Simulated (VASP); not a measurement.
Write the native input for VASP 6.6.1 that does the following.

- Task: relaxation of cell and atoms
- Functional: PBEsol
- Potentials or basis: VASP PAW PBE potentials, release 64 (Ti_sv, Al)
- Cutoff: 600 eV
- k mesh: 11 × 11 × 6
- Occupations: fermi-dirac, width 0.05 eV
- Spin: no spin polarisation
- Target pressure: 10 GPa
- Dipole correction: no
- Further INCAR settings: ALGO = Normal; EDIFF = 1e-06; IBRION = 2; EDIFFG = -0.01; NSW = 60; ISIF = 3

The structure of TiAl lies in POSCAR:

```
TiAl
1.0
    2.8672622327      0.0000000000      0.0000000000
   -1.4336311163      2.4831219328      0.0000000000
    0.0000000000      0.0000000000      4.6780830000
Ti Al
1 1
Direct
    0.0000000000      0.0000000000      0.0000000000
    0.3333333333      0.6666666667      0.5000000000
```

These files were run (other wordings do the same):

INCAR

```
PREC = Accurate
ENCUT = 600
EDIFF = 1E-6
ISMEAR = -1
SIGMA = 0.05
LREAL = F
LASPH = T
NELM = 100
ALGO = Normal
ISIF = 3
LWAVE = F
LCHARG = F
GGA = PS
IBRION = 2
NSW = 60
EDIFFG = -0.01
PSTRESS = 100.0
```

KPOINTS

```
regular mesh
0
Gamma
  11 11 6
```

Potentials or basis: VASP PAW PBE potentials, release 64 (Ti_sv, Al).

Launch:

```console
$ cat potpaw_PBE.64/Ti_sv/POTCAR potpaw_PBE.64/Al/POTCAR > POTCAR
$ mpirun -np 1 vasp_std > vasp.out
```

It gave:

The relaxed volume is 14.98 Å³/atom, the relaxed cell is a = 2.764 Å, b = 2.764 Å, c = 4.529 Å, α = 90.00°, β = 90.00°, γ = 120.00° and the space group after relaxing (to 0.05 Å) is P-6m2 (No. 187). The energy change on relaxing (the enthalpy is what falls) is +32.5 meV/atom and the ionic steps are 6. The pressure after relaxing is 10.1 GPa.

Caveat: the cell is relaxed towards a set pressure, so the enthalpy falls and the energy may rise; the PAW data sets were made with another functional, which shifts forces and pressure a little.

It took 95 s on 1 thread of Intel(R) Xeon(R) Platinum 8259CL CPU @ 2.50GHz (Skylake/Cascade Lake) (shared host), peak memory 0.18 GiB.
